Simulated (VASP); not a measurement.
# Zn2CdSe3 (P6/mmm) in VASP: further runs

The runs below take Zn2CdSe3 through single point, relaxation of cell and atoms, with PBE.

Everything below comes from runs of VASP 6.6.1. Logs are shortened: lines on timing, memory, paths and dates and some standing lists are left out, and cuts for length are marked.

### Step 1. The cell of the first run

Symmetry: P6/mmm, No. 191, hexagonal system. The conventional cell has a = 5.936 Å, b = 5.936 Å, c = 7.721 Å, α = 90.00°, β = 90.00°, γ = 120.00°. Within 3.3 Å of Zn (site symmetry 6mm) lie 1 Zn at 2.50 Å and 1 Cd at 2.61 Å. Within 3.4 Å of Cd (site symmetry 6/mmm) lie 2 Zn at 2.61 Å and 6 Se at 2.97 Å. Within 4.0 Å of Se (site symmetry mmm) lie 2 Cd at 2.97 Å and 4 Se at 2.97 Å and 4 Zn at 3.95 Å.

The cell was built from a structure type or drawn by symmetry, and may not be a known phase.

### Step 2. Single point, PBE

File INCAR:

```
SYSTEM = Zn2CdSe3
PREC = Accurate
ENCUT = 520
EDIFF = 1E-6
ISMEAR = 0
SIGMA = 0.15
LREAL = .FALSE.
LASPH = .TRUE.
NELM = 100
ALGO = Normal
ISIF = 2
LWAVE = .FALSE.
LCHARG = .FALSE.
GGA = PE
NBANDS = 36
```

File KPOINTS:

```
Automatic mesh
0
G
  3 3 2
  0 0 0
```

File POSCAR:

```
Zn2CdSe3
1.0
    5.9356343644      0.0000000000      0.0000000000
   -2.9678171822      5.1404101472      0.0000000000
    0.0000000000      0.0000000000      7.7209444288
Zn Cd Se
2 1 3
Direct
    0.0000000000      0.0000000000      0.8383644117
    0.0000000000      0.0000000000      0.1616355883
    0.0000000000      0.0000000000      0.5000000000
    0.5000000000      0.0000000000      0.5000000000
    0.0000000000      0.5000000000      0.5000000000
    0.5000000000      0.5000000000      0.5000000000
```

Potentials or basis: VASP PAW PBE potentials, release 64 (Zn, Cd, Se).

On the command line:

```sh
> cat potpaw_PBE.64/Zn/POTCAR potpaw_PBE.64/Cd/POTCAR potpaw_PBE.64/Se/POTCAR > POTCAR
> mpirun -np 1 vasp_std > vasp.out
```

OUTCAR:

```text
SYSTEM = Zn2CdSe3
   PREC = Accurate
   ENCUT = 520
   EDIFF = 1E-6
   ISMEAR = 0
   LREAL = .FALSE.
   LASPH = .TRUE.
   NELM = 100
   ISIF = 2
   GGA = PE

 ion  position               nearest neighbor table
   1  0.000  0.000  0.838-   2 2.50   3 2.61
   2  0.000  0.000  0.162-   1 2.50   3 2.61
   3  0.000  0.000  0.500-   1 2.61   2 2.61   4 2.97   4 2.97   6 2.97   5 2.97   5 2.97   6 2.97

   4  0.500  0.000  0.500-   3 2.97   3 2.97
   5  0.000  0.500  0.500-   3 2.97   3 2.97
   6  0.500  0.500  0.500-   3 2.97   3 2.97

  LATTYP: Found a hexagonal cell.
 ALAT       =     5.9356343644
 C/A-ratio  =     1.3007783086

  Lattice vectors:

 A1 = (   5.9356343644,   0.0000000000,   0.0000000000)
 A2 = (  -2.9678171822,   5.1404101472,   0.0000000000)
 A3 = (   0.0000000000,   0.0000000000,   7.7209444288)

Analysis of symmetry for initial positions (statically):
=====================================================================
 Subroutine PRICEL returns:
 Original cell was already a primitive cell.

 Routine SETGRP: Setting up the symmetry group for a
 hexagonal supercell.

 Subroutine GETGRP returns: Found 24 space group operations
 (whereof 24 operations were pure point group operations)
 out of a pool of 24 trial point group operations.

The static configuration has the point symmetry D_6h.

Analysis of symmetry for dynamics (positions and initial velocities):
=====================================================================
 Subroutine PRICEL returns:
 Original cell was already a primitive cell.

 Routine SETGRP: Setting up the symmetry group for a
 hexagonal supercell.

 Subroutine GETGRP returns: Found 24 space group operations
 (whereof 24 operations were pure point group operations)
 out of a pool of 24 trial point group operations.

The dynamic configuration has the point symmetry D_6h.

 Subroutine INISYM returns: Found 24 space group operations
 (whereof 24 operations are pure point group operations),
 and found     1 'primitive' translations

----------------------------------------------------------------------------------------

                                     Primitive cell

  volume of cell :     235.5783

  direct lattice vectors                    reciprocal lattice vectors
     5.935634364  0.000000000  0.000000000     0.168473989  0.097268503  0.000000000
    -2.967817182  5.140410147  0.000000000     0.000000000  0.194537006  0.000000000
     0.000000000  0.000000000  7.720944429     0.000000000  0.000000000  0.129517834

  length of vectors
     5.935634364  5.935634364  7.720944429     0.194537006  0.194537006  0.129517834

  position of ions in fractional coordinates (direct lattice)
     0.000000000  0.000000000  0.838364412
     0.000000000  0.000000000  0.161635588
     0.000000000  0.000000000  0.500000000
     0.500000000  0.000000000  0.500000000
     0.000000000  0.500000000  0.500000000
     0.500000000  0.500000000  0.500000000

  ion indices of the primitive-cell ions
   primitive index   ion index
                 1           1
                 2           2
                 3           3
                 4           4
                 5           5
                 6           6

----------------------------------------------------------------------------------------

 KPOINTS: Automatic mesh

Automatic generation of k-mesh.
 Grid dimensions read from file:
 generate k-points for:    3    3    2

 Generating k-lattice:

  Cartesian coordinates                     Fractional coordinates (reciprocal lattice)
     0.056157996  0.032422834  0.000000000     0.333333333  0.000000000  0.000000000
     0.000000000  0.064845669  0.000000000     0.000000000  0.333333333  0.000000000
     0.000000000  0.000000000  0.064758917     0.000000000  0.000000000  0.500000000

  Length of vectors
     0.064845669  0.064845669  0.064758917

  Shift w.r.t. Gamma in fractional coordinates (k-lattice)
     0.000000000  0.000000000  0.000000000

 Subroutine IBZKPT returns following result:
 ===========================================

 Found      6 irreducible k-points:

 Following reciprocal coordinates:
            Coordinates               Weight
  0.000000  0.000000  0.000000      1.000000
  0.333333 -0.000000  0.000000      6.000000
  0.333333  0.333333  0.000000      2.000000
  0.000000  0.000000  0.500000      1.000000
  0.333333 -0.000000  0.500000      6.000000
  0.333333  0.333333  0.500000      2.000000
   k-points           NKPTS =      6   k-points in BZ     NKDIM =      6   number of bands    NBANDS=     36
   number of dos      NEDOS =    301   number of ions     NIONS =      6
   total plane-waves  NPLWV = 138240
   dimension x,y,z NGX =    48 NGY =   48 NGZ =   60
   dimension x,y,z NGXF=    96 NGYF=   96 NGZF=  120
   ions per type =               2   1   3
   NGX,Y,Z   is equivalent  to a cutoff of  13.44, 13.44, 12.92 a.u.
   NGXF,Y,Z  is equivalent  to a cutoff of  26.89, 26.89, 25.84 a.u.
 SYSTEM =  Zn2CdSe3
   PREC   = accura    normal or accurate (medium, high low for compatibility)
   ISTART =      0    job   : 0-new  1-cont  2-samecut
   ICHARG =      2    charge: 1-file 2-atom 10-const
   ISPIN  =      1    spin polarized calculation?
   LNONCOLLINEAR =      F non collinear calculations
   LSORBIT =      F    spin-orbit coupling
   LASPH  =      T    aspherical Exc in radial PAW
   ENCUT  =  520.0 eV  38.22 Ry    6.18 a.u.  11.04 11.04 14.36*2*pi/ulx,y,z
   NELM   =    100;   NELMIN=  2; NELMDL= -5     # of ELM steps
   EDIFF  = 0.1E-05   stopping-criterion for ELM
   LREAL  =      F    real-space projection
   EDIFFG = 0.1E-04   stopping-criterion for IOM
   NSW    =      0    number of steps for IOM
   IBRION =     -1    ionic relax: 0-MD 1-quasi-New 2-CG
   NFREE  =      0    steps in history (QN), initial steepest desc. (CG)
   ISIF   =      2    stress and relaxation
   ISYM   =      2    0-nonsym 1-usesym 2-fastsym
   POTIM  = 0.5000    time-step for ionic-motion
   TEBEG  =    0.0;   TEEND  =   0.0 temperature during run
   PSTRESS=    0.0 pullay stress
   NELECT =      54.0000    total number of electrons
   NUPDOWN=      -1.0000    fix difference up-down
   EMIN   =  10.00;   EMAX   =-10.00  energy-range for DOS
   EFERMI =   0.00;   METHOD = LEGACY
   ISMEAR =     0;   SIGMA  =   0.15  broadening in eV -4-tet -1-fermi 0-gaus
   EFERMI_NEDOS =   21; number of points for ismear=-14 and -15
   IALGO  =     38    algorithm
   IMIX   =      4    mixing-type and parameters
     AMIX     =   0.40;   BMIX     =  1.00
     AMIX_MAG =   1.60;   BMIX_MAG =  1.00
  volume/ion in A,a.u.               =      39.26       264.96
  Fermi-wavevector in a.u.,A,eV,Ry     =   1.001908  1.893331 13.657782  1.003819
  Thomas-Fermi vector in A             =   2.134360
   LORBIT       =      0    0 simple, 1 ext, 2 COOP (PROOUT), +10 PAW based schemes
   GGA     = PE    functional components
   LHFCALC =     F    Hartree Fock is set to
   AEXX    =    0.0000 exact exchange contribution
   IVDW    =     0    specifies the selected vdW correction
   LEPSILON=     F    determine dielectric tensor
   LRPA    =     F    only Hartree local field effects (RPA)
 non-spin polarized calculation
 Gauss-broadening in eV      SIGMA  =   0.15
  energy-cutoff  :      520.00
  volume of cell :      235.58
 maximum number of plane-waves:      6402
 NGX is ok and might be reduce to    48
   NGX = 23   NGY = 23   NGZ = 29

 number of electron      53.9999979 magnetization

 Free energy of the ion-electron system (eV)
  ---------------------------------------------------
  ext. energy  EPLUGINS =         0.00000000
  ---------------------------------------------------
  free energy    TOTEN  =       -10.43135448 eV

  energy without entropy =      -10.35708485  energy(sigma->0) =      -10.39421967

 E-fermi :  -0.6292     XC(G=0):  -6.9023

 val. band max:       -0.6360105368   @ k =   0.3333  -0.0000   0.5000
 cond. band min:      -0.6134798698   @ k =   0.3333   0.3333   0.5000
 fundamental gap:      0.0225306669
 Fermi energy:        -0.6291614313

 k-point     1 :       0.0000    0.0000    0.0000
  band No.  band energies     occupation
      1     -14.2424      2.00000
      2     -11.8998      2.00000
      3     -11.8998      2.00000
      4      -9.2852      2.00000
      5      -8.8847      2.00000
      6      -8.8847      2.00000
[... 28 lines left out ...]
     35       3.8886      0.00000
     36       5.6317      0.00000

 k-point     2 :       0.3333   -0.0000    0.0000
  band No.  band energies     occupation
      1     -13.8359      2.00000
      2     -12.5904      2.00000
      3     -11.8700      2.00000
      4      -9.3089      2.00000
      5      -8.8962      2.00000
      6      -8.8878      2.00000
[... 28 lines left out ...]
     35       4.4423      0.00000
     36       5.2691      0.00000

 k-point     3 :       0.3333    0.3333    0.0000
  band No.  band energies     occupation
      1     -13.2341      2.00000
      2     -13.2341      2.00000
      3     -11.9810      2.00000
      4      -9.3026      2.00000
      5      -8.8956      2.00000
      6      -8.8956      2.00000
[... 28 lines left out ...]
     35       5.0893      0.00000
     36       5.0894      0.00000

 k-point     4 :       0.0000    0.0000    0.5000
  band No.  band energies     occupation
      1     -14.2421      2.00000
      2     -11.8998      2.00000
      3     -11.8998      2.00000
      4      -9.2034      2.00000
      5      -8.8905      2.00000
      6      -8.8905      2.00000
[... 28 lines left out ...]
     35       4.7921      0.00000
     36       4.8684      0.00000

 k-point     5 :       0.3333   -0.0000    0.5000
  band No.  band energies     occupation
      1     -13.8357      2.00000
      2     -12.5902      2.00000
      3     -11.8700      2.00000
      4      -9.2363      2.00000
      5      -8.9019      2.00000
      6      -8.8937      2.00000
[... 28 lines left out ...]
     35       4.4382      0.00000
     36       5.5329      0.00000

 k-point     6 :       0.3333    0.3333    0.5000
  band No.  band energies     occupation
      1     -13.2341      2.00000
      2     -13.2341      2.00000
      3     -11.9806      2.00000
      4      -9.2274      2.00000
      5      -8.9014      2.00000
      6      -8.9014      2.00000
[... 28 lines left out ...]
     35       3.3064      0.00000
     36       5.7199      0.00000

------------------------ aborting loop because EDIFF is reached ----------------------------------------

  FORCE on cell =-STRESS in cart. coord.  units (eV):
  Direction    XX          YY          ZZ          XY          YZ          ZX
  --------------------------------------------------------------------------------------
  -------------------------------------------------------------------------------------
  Total       -0.0017707     -0.0017707      0.1629107      0.0000000      0.0000000      0.0000000
  in kB       -0.0120427     -0.0120427      1.1079619      0.0000000      0.0000000      0.0000000
  external PRESSURE =       0.3612922 kB  Pullay stress =       0.0000000 kB

 VOLUME and BASIS-vectors are now :
 -----------------------------------------------------------------------------
  energy-cutoff  :      520.00
  volume of cell :      235.58
      direct lattice vectors                 reciprocal lattice vectors
     5.935634364  0.000000000  0.000000000     0.168473989  0.097268503  0.000000000
    -2.967817182  5.140410147  0.000000000     0.000000000  0.194537006  0.000000000
     0.000000000  0.000000000  7.720944429     0.000000000  0.000000000  0.129517834

 POSITION                                       TOTAL-FORCE (eV/Angst)
 -----------------------------------------------------------------------------------
      0.00000      0.00000      6.47297         0.000000     -0.000000      0.018641
      0.00000      0.00000      1.24798        -0.000000      0.000000     -0.018641
      0.00000      0.00000      3.86047        -0.000000     -0.000000      0.000000
      2.96782      0.00000      3.86047        -0.000000     -0.000000      0.000000
     -1.48391      2.57021      3.86047        -0.000000     -0.000000      0.000000
      1.48391      2.57021      3.86047        -0.000000     -0.000000      0.000000
 -----------------------------------------------------------------------------------
    total drift:                                0.000000      0.000000     -0.000000

  FREE ENERGIE OF THE ION-ELECTRON SYSTEM (eV)
  ---------------------------------------------------
  free  energy   TOTEN  =       -10.4313544849 eV

  energy  without entropy=      -10.3570848523  energy(sigma->0) =      -10.39421967
```

Wall time 44 s (1 thread of Intel Xeon Platinum 8488C (Sapphire Rapids), shared host); peak memory 0.36 GiB.

What came out:

* Free energy: -10.4314 eV
* Pressure: 0.0 GPa
* Largest force: 0.019 eV/Å
* Band gap on the k mesh: zero (bands 27 and 28 overlap by 1.50 eV)

Forces on the atoms (eV/Å):
```
Zn   0.000  0.000  0.019
Zn   0.000  0.000 -0.019
Cd   0.000  0.000  0.000
Se   0.000  0.000  0.000
Se   0.000  0.000  0.000
Se   0.000  0.000  0.000
```

Stress tensor (GPa, compression positive):
```
0.00 0.00 0.00
0.00 0.00 0.00
0.00 0.00 0.11
```

Caveat: the k points lie up to 0.41 Å⁻¹ apart, too coarse for converged energies and pressures of a metal.

### Step 3. Relaxation of cell and atoms, PBE

This run uses another cell than the first one, of 27.36 Å³/atom.

File INCAR:

```
SYSTEM = Zn2CdSe3
ALGO = Normal
EDIFF = 1E-6
EDIFFG = -0.08
ENCUT = 600
GGA = PE
IBRION = 2
ISIF = 3
ISMEAR = 0
LASPH = .TRUE.
LCHARG = .FALSE.
LREAL = .FALSE.
LWAVE = .FALSE.
NELM = 60
NSW = 36
PREC = Accurate
SIGMA = 0.15
```

File KPOINTS:

```
k-points
0
G
  3 3 2
  0 0 0
```

File POSCAR:

```
Zn2CdSe3
1.0
    4.8351828600      0.0000000000      0.0000000000
   -2.4175914300      4.1873911900      0.0000000000
    0.0000000000      0.0000000000      8.1083652900
Zn Cd Se
2 1 3
Direct
    0.0000000000      0.0000000000      0.7480583600
    0.0000000000      0.0000000000      0.2519416400
    0.0000000000      0.0000000000      0.5000000000
    0.5000000000      0.0000000000      0.5000000000
    0.0000000000      0.5000000000      0.5000000000
    0.5000000000      0.5000000000      0.5000000000
```

Potentials or basis: VASP PAW PBE potentials, release 64 (Zn, Cd, Se).

On the command line:

```sh
> cat potpaw_PBE.64/Zn/POTCAR potpaw_PBE.64/Cd/POTCAR potpaw_PBE.64/Se/POTCAR > POTCAR
> mpirun -np 1 vasp_std > vasp.out
```

It took 17 min on 1 thread of Intel Xeon Platinum 8488C (Sapphire Rapids), shared host; peak memory 0.36 GiB.

It converged, with:

- Free energy: -10.4134 eV
- Relaxed volume: 39.22 Å³/atom
- Relaxed cell: a = 5.925 Å, b = 5.925 Å, c = 7.740 Å, α = 90.00°, β = 90.00°, γ = 120.00°
- Space group after relaxing (to 0.1 Å): P6/mmm (No. 191)
- Energy gained by relaxing: 2234.6 meV/atom
- Ionic steps: 31
- Pressure after relaxing: 0.0 GPa
- Largest force after relaxing: 0.015 eV/Å
- Band gap on the k mesh: zero (bands 27 and 28 overlap by 1.51 eV)

Forces on the atoms (eV/Å):
```
Zn   0.000  0.000  0.015
Zn   0.000  0.000 -0.015
Cd   0.000  0.000  0.000
Se   0.000  0.000  0.000
Se   0.000  0.000  0.000
Se   0.000  0.000  0.000
```

The path:
| step | energy change (eV) | largest force (eV/Å) | pressure (GPa) | volume (Å³) |
| --- | --- | --- | --- | --- |
| 1 | 0.0000 | 11.0755 | 47.68 | 164.17 |
| 2 | -10.4492 | 0.1958 | -2.64 | 443.29 |
| 3 | -12.7678 | 0.1365 | -0.01 | 282.93 |
| 4 | -12.7674 | 0.1050 | -0.24 | 286.03 |
| 5 | -12.7859 | 0.1511 | -0.34 | 284.84 |
| 6 | -12.8291 | 0.3245 | -0.62 | 281.07 |
| 7 | -12.8438 | 0.8731 | -0.94 | 272.68 |
| 8 | -12.8503 | 0.6086 | -0.85 | 276.30 |
| 9 | -12.8602 | 0.6439 | -0.82 | 274.87 |
| 10 | -12.8900 | 0.7570 | -0.74 | 270.58 |
| 11 | -12.9474 | 1.0031 | -0.51 | 262.02 |
| 12 | -13.0321 | 1.5838 | 0.12 | 245.01 |
| 13 | -12.5710 | 2.3407 | 3.67 | 211.40 |
| 14 | -12.9795 | 1.8931 | 0.45 | 240.70 |
| 15 | -12.9749 | 2.1515 | 0.84 | 234.04 |
| 16 | -12.9894 | 2.1478 | 0.90 | 232.74 |
| 17 | -13.0248 | 2.1056 | 1.12 | 228.85 |
| 18 | -13.0345 | 1.8094 | 1.80 | 221.11 |
| 19 | -13.0416 | 1.9606 | 1.53 | 223.82 |
| 20 | -13.0806 | 1.8141 | 1.43 | 224.06 |
| 21 | -13.1809 | 1.3905 | 1.18 | 224.78 |
| 22 | -13.3125 | 0.6003 | 0.80 | 226.22 |
| 23 | -13.3336 | 0.9367 | 0.55 | 229.06 |
| 24 | -13.3616 | 0.2957 | 0.58 | 227.89 |
| 25 | -13.3732 | 0.2202 | 0.49 | 228.83 |
| 26 | -13.3962 | 0.0287 | 0.25 | 231.66 |
| 27 | -13.4017 | 0.2242 | -0.12 | 237.33 |
| 28 | -13.4048 | 0.1579 | -0.01 | 235.42 |
| 29 | -13.4048 | 0.1453 | 0.01 | 235.10 |
| 30 | -13.4061 | 0.1050 | 0.02 | 235.18 |
| 31 | -13.4074 | 0.0154 | 0.03 | 235.34 |

Final structure:
```yaml
crystal:
  lattice:
    - [5.92514, 0.00000, 0.00000]
    - [-2.96257, 5.13132, 0.00000]
    - [0.00000, 0.00000, 7.74038]
  atoms:
    - { symbol: Zn, position: [0.00000, 0.00000, 0.83838] }
    - { symbol: Zn, position: [0.00000, 0.00000, 0.16162] }
    - { symbol: Cd, position: [0.00000, 0.00000, 0.50000] }
    - { symbol: Se, position: [0.50000, 0.00000, 0.50000] }
    - { symbol: Se, position: [0.00000, 0.50000, 0.50000] }
    - { symbol: Se, position: [0.50000, 0.50000, 0.50000] }
```

Levels at points of the mesh, in eV from the Fermi level:
| k point | band 24 | band 25 | band 26 | band 27 | band 28 | band 29 | band 30 | band 31 |
| --- | --- | --- | --- | --- | --- | --- | --- | --- |
| (0.00, 0.00, 0.00) | -1.45 | -0.43 | -0.18 | -0.18 | 1.50 | 2.65 | 2.65 | 3.22 |
| (0.00, 0.00, 0.50) | -2.14 | -0.19 | -0.19 | 1.50 | 1.82 | 1.92 | 2.74 | 2.74 |

Caveat: the k points lie up to 0.41 Å⁻¹ apart in the final cell, too coarse for converged energies and pressures of a metal; the volume moved by over 15 % at a fixed basis, so the end points are rough.
